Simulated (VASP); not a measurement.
# Ba (Fm-3m) in VASP: notebook

Runs on Ba. Level: PBE. Tasks: single point.

All numbers are computed with VASP 6.6.1; they aren't measurements. Logs are shortened: lines on timing, memory, paths and dates and some standing lists are left out, and cuts for length are marked.

### Step 1. The cell of the first run

Symmetry: Fm-3m, No. 225, cubic system. Conventional cell: a = 6.355 Å, b = 6.355 Å, c = 6.355 Å, α = 90.00°, β = 90.00°, γ = 90.00°. Within 5.9 Å of Ba (site symmetry m-3m) lie 12 Ba at 4.49 Å.

This isn't the form of Ba at room conditions, which is bcc.

### Step 2. Single point, PBE

File INCAR:

```
PREC = Accurate
ENCUT = 520
EDIFF = 1E-6
ISMEAR = -1
SIGMA = 0.1
LREAL = F
LASPH = T
NELM = 100
ALGO = Normal
ISIF = 2
LWAVE = F
LCHARG = T
GGA = PE
LELF = T
LVHAR = T
NBANDS = 11
```

File KPOINTS:

```
Automatic mesh
0
Gamma
  9 9 9
```

File POSCAR:

```
Ba
1.0
    0.0000000000      3.1775819368      3.1775819368
    3.1775819368      0.0000000000      3.1775819368
    3.1775819368      3.1775819368      0.0000000000
Ba
1
Direct
    0.0000000000      0.0000000000      0.0000000000
```

Potentials or basis: VASP PAW PBE potentials, release 64 (Ba_sv).

Command:

```
cat potpaw_PBE.64/Ba_sv/POTCAR > POTCAR
mpirun -np 1 vasp_std > vasp.out
```

OUTCAR:

```text
PREC = Accurate
   ENCUT = 520
   EDIFF = 1E-6
   ISMEAR = -1
   LREAL = F
   LASPH = T
   NELM = 100
   ISIF = 2
   GGA = PE

 ion  position               nearest neighbor table
   1  0.000  0.000  0.000-

  LATTYP: Found a face centered cubic cell.
 ALAT       =     6.3551638736

  Lattice vectors:

 A1 = (   0.0000000000,   3.1775819368,   3.1775819368)
 A2 = (   3.1775819368,   0.0000000000,   3.1775819368)
 A3 = (   3.1775819368,   3.1775819368,   0.0000000000)

Analysis of symmetry for initial positions (statically):
=====================================================================
 Subroutine PRICEL returns:
 Original cell was already a primitive cell.

 Routine SETGRP: Setting up the symmetry group for a
 face centered cubic supercell.

 Subroutine GETGRP returns: Found 48 space group operations
 (whereof 48 operations were pure point group operations)
 out of a pool of 48 trial point group operations.

The static configuration has the point symmetry O_h .

Analysis of symmetry for dynamics (positions and initial velocities):
=====================================================================
 Subroutine PRICEL returns:
 Original cell was already a primitive cell.

 Routine SETGRP: Setting up the symmetry group for a
 face centered cubic supercell.

 Subroutine GETGRP returns: Found 48 space group operations
 (whereof 48 operations were pure point group operations)
 out of a pool of 48 trial point group operations.

The dynamic configuration has the point symmetry O_h .

 Subroutine INISYM returns: Found 48 space group operations
 (whereof 48 operations are pure point group operations),
 and found     1 'primitive' translations

----------------------------------------------------------------------------------------

                                     Primitive cell

  volume of cell :      64.1683

  direct lattice vectors                    reciprocal lattice vectors
     0.000000000  3.177581937  3.177581937    -0.157352355  0.157352355  0.157352355
     3.177581937  0.000000000  3.177581937     0.157352355 -0.157352355  0.157352355
     3.177581937  3.177581937  0.000000000     0.157352355  0.157352355 -0.157352355

  length of vectors
     4.493779471  4.493779471  4.493779471     0.272542273  0.272542273  0.272542273

  position of ions in fractional coordinates (direct lattice)
     0.000000000  0.000000000  0.000000000

  ion indices of the primitive-cell ions
   primitive index   ion index
                 1           1

----------------------------------------------------------------------------------------

 KPOINTS: Automatic mesh

Automatic generation of k-mesh.
 Grid dimensions read from file:
 generate k-points for:    9    9    9

 Generating k-lattice:

  Cartesian coordinates                     Fractional coordinates (reciprocal lattice)
    -0.017483595  0.017483595  0.017483595     0.111111111  0.000000000  0.000000000
     0.017483595 -0.017483595  0.017483595     0.000000000  0.111111111  0.000000000
     0.017483595  0.017483595 -0.017483595     0.000000000  0.000000000  0.111111111

  Length of vectors
     0.030282475  0.030282475  0.030282475

  Shift w.r.t. Gamma in fractional coordinates (k-lattice)
     0.000000000  0.000000000  0.000000000

 Subroutine IBZKPT returns following result:
 ===========================================

 Found     35 irreducible k-points:

 Following reciprocal coordinates:
            Coordinates               Weight
  0.000000  0.000000  0.000000      1.000000
  0.111111  0.000000  0.000000      8.000000
  0.222222  0.000000  0.000000      8.000000
  0.333333  0.000000  0.000000      8.000000
  0.444444  0.000000  0.000000      8.000000
  0.111111  0.111111  0.000000      6.000000
[... 16 lines left out ...]
 -0.333333  0.333333  0.000000     12.000000
  0.444444  0.444444  0.000000      6.000000
 [... further k-points ...]
   k-points           NKPTS =     35   k-points in BZ     NKDIM =     35   number of bands    NBANDS=     11
   number of dos      NEDOS =    301   number of ions     NIONS =      1
   total plane-waves  NPLWV =  46656
   dimension x,y,z NGX =    36 NGY =   36 NGZ =   36
   dimension x,y,z NGXF=    72 NGYF=   72 NGZF=   72
   ions per type =               1
   NGX,Y,Z   is equivalent  to a cutoff of  13.32, 13.32, 13.32 a.u.
   NGXF,Y,Z  is equivalent  to a cutoff of  26.64, 26.64, 26.64 a.u.
 SYSTEM =  unknown system
   PREC   = accura    normal or accurate (medium, high low for compatibility)
   ISTART =      0    job   : 0-new  1-cont  2-samecut
   ICHARG =      2    charge: 1-file 2-atom 10-const
   ISPIN  =      1    spin polarized calculation?
   LNONCOLLINEAR =      F non collinear calculations
   LSORBIT =      F    spin-orbit coupling
   LASPH  =      T    aspherical Exc in radial PAW
   ENCUT  =  520.0 eV  38.22 Ry    6.18 a.u.   8.36  8.36  8.36*2*pi/ulx,y,z
   NELM   =    100;   NELMIN=  2; NELMDL= -5     # of ELM steps
   EDIFF  = 0.1E-05   stopping-criterion for ELM
   LREAL  =      F    real-space projection
   EDIFFG = 0.1E-04   stopping-criterion for IOM
   NSW    =      0    number of steps for IOM
   IBRION =     -1    ionic relax: 0-MD 1-quasi-New 2-CG
   NFREE  =      0    steps in history (QN), initial steepest desc. (CG)
   ISIF   =      2    stress and relaxation
   ISYM   =      2    0-nonsym 1-usesym 2-fastsym
   POTIM  = 0.5000    time-step for ionic-motion
   TEBEG  =    0.0;   TEEND  =   0.0 temperature during run
   PSTRESS=    0.0 pullay stress
   NELECT =      10.0000    total number of electrons
   NUPDOWN=      -1.0000    fix difference up-down
   EMIN   =  10.00;   EMAX   =-10.00  energy-range for DOS
   EFERMI =   0.00;   METHOD = LEGACY
   ISMEAR =    -1;   SIGMA  =   0.10  broadening in eV -4-tet -1-fermi 0-gaus
   EFERMI_NEDOS =   21; number of points for ismear=-14 and -15
   IALGO  =     38    algorithm
   IMIX   =      4    mixing-type and parameters
     AMIX     =   0.40;   BMIX     =  1.00
     AMIX_MAG =   1.60;   BMIX_MAG =  1.00
  volume/ion in A,a.u.               =      64.17       433.03
  Fermi-wavevector in a.u.,A,eV,Ry     =   0.880984  1.664819 10.559931  0.776133
  Thomas-Fermi vector in A             =   2.001419
   LORBIT       =      0    0 simple, 1 ext, 2 COOP (PROOUT), +10 PAW based schemes
   GGA     = PE    functional components
   LHFCALC =     F    Hartree Fock is set to
   AEXX    =    0.0000 exact exchange contribution
   IVDW    =     0    specifies the selected vdW correction
   LEPSILON=     F    determine dielectric tensor
   LRPA    =     F    only Hartree local field effects (RPA)
 non-spin polarized calculation
  energy-cutoff  :      520.00
  volume of cell :       64.17
 maximum number of plane-waves:      1759
 NGX is ok and might be reduce to    36
   NGX = 17   NGY = 17   NGZ = 17

 number of electron      10.0000001 magnetization

 Free energy of the ion-electron system (eV)
  ---------------------------------------------------
  ext. energy  EPLUGINS =         0.00000000
  ---------------------------------------------------
  free energy    TOTEN  =        -1.91876983 eV

  energy without entropy =       -1.86208296  energy(sigma->0) =       -1.89042639

 E-fermi :   1.6331     XC(G=0):  -7.3484

 val. band max:        1.5548880658   @ k =  -0.3333   0.4444   0.2222
 cond. band min:       1.6521928834   @ k =  -0.3333   0.3333   0.0000
 fundamental gap:      0.0973048176
 Fermi energy:         1.6330868830

 k-point     1 :       0.0000    0.0000    0.0000
  band No.  band energies     occupation
      1     -27.3025      2.00000
      2     -12.2676      2.00000
      3     -12.2676      2.00000
      4     -12.2676      2.00000
      5      -1.1572      2.00000
      6       3.3777      0.00000
      7       3.3777      0.00000
      8       3.3777      0.00000
      9       4.9101      0.00000
     10       4.9101      0.00000
     11       7.5764      0.00000

 k-point     2 :       0.1111    0.0000    0.0000
  band No.  band energies     occupation
      1     -27.2982      2.00000
      2     -12.3215      2.00000
      3     -12.2744      2.00000
      4     -12.2744      2.00000
      5      -0.9455      2.00000
      6       3.1283      0.00000
      7       3.4747      0.00000
      8       3.4747      0.00000
      9       4.7843      0.00000
     10       4.7843      0.00000
     11       8.0611      0.00000

 k-point     3 :       0.2222    0.0000    0.0000
  band No.  band energies     occupation
      1     -27.2873      2.00000
      2     -12.4539      2.00000
      3     -12.2915      2.00000
      4     -12.2915      2.00000
      5      -0.3858      2.00000
      6       2.6892      0.00005
      7       3.5704      0.00000
      8       3.5704      0.00000
      9       4.7711      0.00000
     10       4.7711      0.00000
     11       7.8882      0.00000

 k-point     4 :       0.3333    0.0000    0.0000
  band No.  band energies     occupation
      1     -27.2748      2.00000
      2     -12.5981      2.00000
      3     -12.3108      2.00000
      4     -12.3108      2.00000
      5       0.2676      2.00000
      6       2.4654      0.00049
      7       3.4127      0.00000
      8       3.4127      0.00000
      9       5.2979      0.00000
     10       5.2979      0.00000
     11       7.3177      0.00000
[... 239 lines left out ...]
 k-point    22 :      -0.4444    0.3333    0.0000
  band No.  band energies     occupation
      1     -27.2551      2.00000
      2     -12.6215      2.00000
      3     -12.4872      2.00000
      4     -12.3933      2.00000
      5       1.2563      1.95486
      6       1.7692      0.40812
      7       2.9026      0.00001
      8       4.6800      0.00000
      9       6.0020      0.00000
     10       6.0662      0.00000
     11       7.2244      0.00000

 k-point    23 :      -0.3333    0.3333    0.0000
  band No.  band energies     occupation
      1     -27.2564      2.00000
      2     -12.5608      2.00000
      3     -12.5573      2.00000
      4     -12.3695      2.00000
      5       1.6522      0.90476
      6       1.7921      0.33881
      7       2.6209      0.00010
      8       4.3026      0.00000
      9       5.4619      0.00000
     10       5.7698      0.00000
     11       8.4467      0.00000

 k-point    24 :       0.4444    0.4444    0.0000
  band No.  band energies     occupation
      1     -27.2549      2.00000
      2     -12.6624      2.00000
      3     -12.4185      2.00000
      4     -12.4185      2.00000
      5       0.8260      1.99938
      6       1.5033      1.57098
      7       3.4745      0.00000
      8       6.0126      0.00000
      9       6.0126      0.00000
     10       6.0465      0.00000
     11       7.6730      0.00000

 [... further k-points ...]

------------------------ aborting loop because EDIFF is reached ----------------------------------------

  FORCE on cell =-STRESS in cart. coord.  units (eV):
  Direction    XX          YY          ZZ          XY          YZ          ZX
  --------------------------------------------------------------------------------------
  -------------------------------------------------------------------------------------
  Total        0.0215423      0.0215423      0.0215423     -0.0000000     -0.0000000     -0.0000000
  in kB        0.5378763      0.5378763      0.5378763     -0.0000000     -0.0000000     -0.0000000
  external PRESSURE =       0.5378763 kB  Pullay stress =       0.0000000 kB

 VOLUME and BASIS-vectors are now :
 -----------------------------------------------------------------------------
  energy-cutoff  :      520.00
  volume of cell :       64.17
      direct lattice vectors                 reciprocal lattice vectors
     0.000000000  3.177581937  3.177581937    -0.157352355  0.157352355  0.157352355
     3.177581937  0.000000000  3.177581937     0.157352355 -0.157352355  0.157352355
     3.177581937  3.177581937  0.000000000     0.157352355  0.157352355 -0.157352355

 POSITION                                       TOTAL-FORCE (eV/Angst)
 -----------------------------------------------------------------------------------
      0.00000      0.00000      0.00000         0.000000      0.000000      0.000000
 -----------------------------------------------------------------------------------
    total drift:                               -0.000000      0.000000      0.000000

  FREE ENERGIE OF THE ION-ELECTRON SYSTEM (eV)
  ---------------------------------------------------
  free  energy   TOTEN  =        -1.9187698333 eV

  energy  without entropy=       -1.8620829567  energy(sigma->0) =       -1.89042639
```

Wall time 27 s (1 thread of Intel Xeon 8259CL, shared host); peak memory 0.2 GiB.

Results:

```
Free energy            : -1.9188 eV
Pressure               : 0.1 GPa
Band gap on the k mesh : zero (bands 5 and 6 overlap by 0.22 eV)
```

Levels at points of the mesh, in eV from the Fermi level:
| k point | band 2 | band 3 | band 4 | band 5 | band 6 | band 7 | band 8 | band 9 |
| --- | --- | --- | --- | --- | --- | --- | --- | --- |
| (0.00, 0.00, 0.00) | -13.90 | -13.90 | -13.90 | -2.79 | 1.74 | 1.74 | 1.74 | 3.28 |

Caveat: spin-orbit coupling is left out, which moves the levels of the heavy elements.

### Step 3. Single point, PBE (56.47 Å³/atom)

This run uses another cell than the first one, of 56.47 Å³/atom.

File INCAR:

```
SYSTEM = Ba
PREC = Accurate ; ENCUT = 520
EDIFF = 1E-7 ; ISMEAR = -1
SIGMA = 0.1 ; LREAL = .False.
LASPH = .True. ; NELM = 60
ALGO = Normal ; ISIF = 2
LWAVE = .False. ; LCHARG = .True.
GGA = PE ; LELF = .True.
LVHAR = .True. ; NBANDS = 11
```

File KPOINTS:

```
regular mesh
0
Gamma
  14 14 14
  0 0 0
```

File POSCAR:

```
Ba
1.0
    0.0000000000      3.0450258379      3.0450258379
    3.0450258379      0.0000000000      3.0450258379
    3.0450258379      3.0450258379      0.0000000000
Ba
1
Direct
    0.0000000000      0.0000000000      0.0000000000
```

Potentials or basis: VASP PAW PBE potentials, release 64 (Ba_sv).

Command:

```
cat potpaw_PBE.64/Ba_sv/POTCAR > POTCAR
mpirun -np 1 vasp_std > vasp.out
```

OUTCAR:

```text
SYSTEM = Ba
   PREC = Accurate
   ENCUT = 520
   EDIFF = 1E-7
   ISMEAR = -1
   LREAL = .False.
   LASPH = .True.
   NELM = 60
   ISIF = 2
   GGA = PE

 ion  position               nearest neighbor table
   1  0.000  0.000  0.000-

  LATTYP: Found a face centered cubic cell.
 ALAT       =     6.0900516758

  Lattice vectors:

 A1 = (   0.0000000000,   3.0450258379,   3.0450258379)
 A2 = (   3.0450258379,   0.0000000000,   3.0450258379)
[... 516 lines left out ...]
     11       9.5105      0.00000

 [... further k-points ...]

------------------------ aborting loop because EDIFF is reached ----------------------------------------

  FORCE on cell =-STRESS in cart. coord.  units (eV):
  Direction    XX          YY          ZZ          XY          YZ          ZX
  --------------------------------------------------------------------------------------
  -------------------------------------------------------------------------------------
  Total        0.4608065      0.4608065      0.4608065     -0.0000000      0.0000000      0.0000000
  in kB       13.0745351     13.0745351     13.0745351     -0.0000000      0.0000000      0.0000000
  external PRESSURE =      13.0745351 kB  Pullay stress =       0.0000000 kB

 VOLUME and BASIS-vectors are now :
 -----------------------------------------------------------------------------
  energy-cutoff  :      520.00
  volume of cell :       56.47
      direct lattice vectors                 reciprocal lattice vectors
     0.000000000  3.045025838  3.045025838    -0.164202219  0.164202219  0.164202219
     3.045025838  0.000000000  3.045025838     0.164202219 -0.164202219  0.164202219
     3.045025838  3.045025838  0.000000000     0.164202219  0.164202219 -0.164202219

 POSITION                                       TOTAL-FORCE (eV/Angst)
 -----------------------------------------------------------------------------------
      0.00000      0.00000      0.00000         0.000000      0.000000     -0.000000
 -----------------------------------------------------------------------------------
    total drift:                                0.000000      0.000000      0.000000

  FREE ENERGIE OF THE ION-ELECTRON SYSTEM (eV)
  ---------------------------------------------------
  free  energy   TOTEN  =        -1.8880407146 eV

  energy  without entropy=       -1.8338935942  energy(sigma->0) =       -1.86096715
```

stdout:

```text
POSCAR found type information on POSCAR Ba
 POSCAR found :  1 types and       1 ions
 scaLAPACK will be used
 LDA part: xc-table for (Slater+PW92), standard interpolation
 POSCAR, INCAR and KPOINTS ok, starting setup
 FFT: planning ... GRIDC
 FFT: planning ... GRID_SOFT
 FFT: planning ... GRID
 WAVECAR not read
 entering main loop
```

It took 41 s on 1 thread of Intel Xeon 8259CL, shared host; peak memory 0.21 GiB.

Results:

```yaml
Free_energy: -1.8880 eV
Pressure: 1.3 GPa
Band_gap_on_the_k_mesh: zero (bands 5 and 6 overlap by 0.42 eV)
```

Levels at points of the mesh, in eV from the Fermi level:
```tsv
k point	band 1	band 2	band 3	band 4	band 5	band 6	band 7	band 8	band 9	band 10
(0.00, 0.00, 0.00)	-28.71	-13.59	-13.59	-13.59	-2.83	1.89	1.89	1.89	3.66	3.66
(0.50, 0.00, 0.00)	-28.65	-14.25	-13.68	-13.68	-1.00	1.41	1.72	1.72	5.03	5.03
(0.50, 0.50, 0.00)	-28.63	-14.20	-13.83	-13.83	-0.96	-0.28	2.54	5.06	5.46	5.46
```

Caveat: spin-orbit coupling is left out, which moves the levels of the heavy elements.

### Step 4. Single point, PBE (59.03 Å³/atom)

This run uses another cell than the first one, of 59.03 Å³/atom.

File INCAR:

```
PREC = Accurate
ENCUT = 520
EDIFF = 1E-7
ISMEAR = -1
SIGMA = 0.1
LREAL = F
LASPH = T
NELM = 80
ALGO = Normal
ISIF = 2
LWAVE = F
LCHARG = F
GGA = PE
NBANDS = 11
```

File KPOINTS:

```
Automatic mesh
0
Gamma
  14 14 14
```

File POSCAR:

```
Ba
1.0
    0.0000000000      3.0904806861      3.0904806861
    3.0904806861      0.0000000000      3.0904806861
    3.0904806861      3.0904806861      0.0000000000
Ba
1
Direct
    0.0000000000      0.0000000000      0.0000000000
```

Command:

```
cat potpaw_PBE.64/Ba_sv/POTCAR > POTCAR
mpirun -np 1 vasp_std > vasp.out
```

Wall time 58 s (1 thread of Intel Xeon 8259CL, shared host); peak memory 0.24 GiB.

It converged, with:

- Free energy: -1.9051 eV
- Pressure: 0.8 GPa
- Band gap on the k mesh: zero (bands 5 and 6 overlap by 0.38 eV)

Levels at points of the mesh, in eV from the Fermi level:
| k point | band 2 | band 3 | band 4 | band 5 | band 6 | band 7 | band 8 | band 9 |
| --- | --- | --- | --- | --- | --- | --- | --- | --- |
| (0.00, 0.00, 0.00) | -13.70 | -13.70 | -13.70 | -2.82 | 1.84 | 1.84 | 1.84 | 3.53 |
| (0.50, 0.00, 0.00) | -14.27 | -13.77 | -13.77 | -0.98 | 1.25 | 1.68 | 1.68 | 4.82 |
| (0.50, 0.50, 0.00) | -14.23 | -13.90 | -13.90 | -0.90 | -0.24 | 2.34 | 4.85 | 5.22 |

Caveat: spin-orbit coupling is left out, which moves the levels of the heavy elements.

### Step 5. Single point, PBE (61.60 Å³/atom)

This run uses another cell than the first one, of 61.60 Å³/atom.

File INCAR:

```
  ALGO = Normal
  EDIFF = 1E-6
  ENCUT = 520
  GGA = PE
  ISIF = 2
  ISMEAR = -1
  LASPH = True
  LCHARG = False
  LREAL = False
  LWAVE = False
  NBANDS = 11
  NELM = 100
  PREC = Accurate
  SIGMA = 0.1
```

File KPOINTS:

```
k-points
0
Gamma
  14 14 14
```

File POSCAR:

```
Ba
1.0
    0.0000000000      3.1346363759      3.1346363759
    3.1346363759      0.0000000000      3.1346363759
    3.1346363759      3.1346363759      0.0000000000
Ba
1
Direct
    0.0000000000      0.0000000000      0.0000000000
```

Command:

```
cat potpaw_PBE.64/Ba_sv/POTCAR > POTCAR
mpirun -np 1 vasp_std > vasp.out
```

It took 55 s on 1 thread of Intel Xeon 8259CL, shared host; peak memory 0.24 GiB.

Results (log left out):

- Free energy: -1.9149 eV
- Pressure: 0.4 GPa
- Band gap on the k mesh: zero (bands 5 and 6 overlap by 0.33 eV)

Levels at points of the mesh, in eV from the Fermi level:
```csv
k point,band 3,band 4,band 5,band 6,band 7,band 8
"(0.00, 0.00, 0.00)",-13.80,-13.80,-2.80,1.79,1.79,1.79
"(0.50, 0.00, 0.00)",-13.86,-13.86,-0.97,1.12,1.64,1.64
"(0.50, 0.50, 0.00)",-13.98,-13.98,-0.85,-0.20,2.16,4.65
```

Caveat: spin-orbit coupling is left out, which moves the levels of the heavy elements.

### Step 6. The runs side by side

```tsv
cell	k mesh	gap on the mesh (eV)	pressure (GPa)
a = 4.494 Å, angles 60.0°, 1 atom	9 × 9 × 9	none	0.1
a = 4.306 Å, angles 60.0°, 1 atom	14 × 14 × 14	none	1.3
a = 4.371 Å, angles 60.0°, 1 atom	14 × 14 × 14	none	0.8
a = 4.433 Å, angles 60.0°, 1 atom	14 × 14 × 14	none	0.4
```

Alike in all rows: task single point; level PBE; potentials or basis VASP PAW PBE potentials, release 64 (Ba_sv); no spin polarisation; cutoff (eV) 520; smearing fermi-dirac 0.1 eV.

Caveats: spin-orbit coupling is left out, which moves the levels of the heavy elements.

Absolute energies hang on the potentials; compare differences alone.

The gap in the log of VASP goes by the Fermi energy; the results here count the filled bands.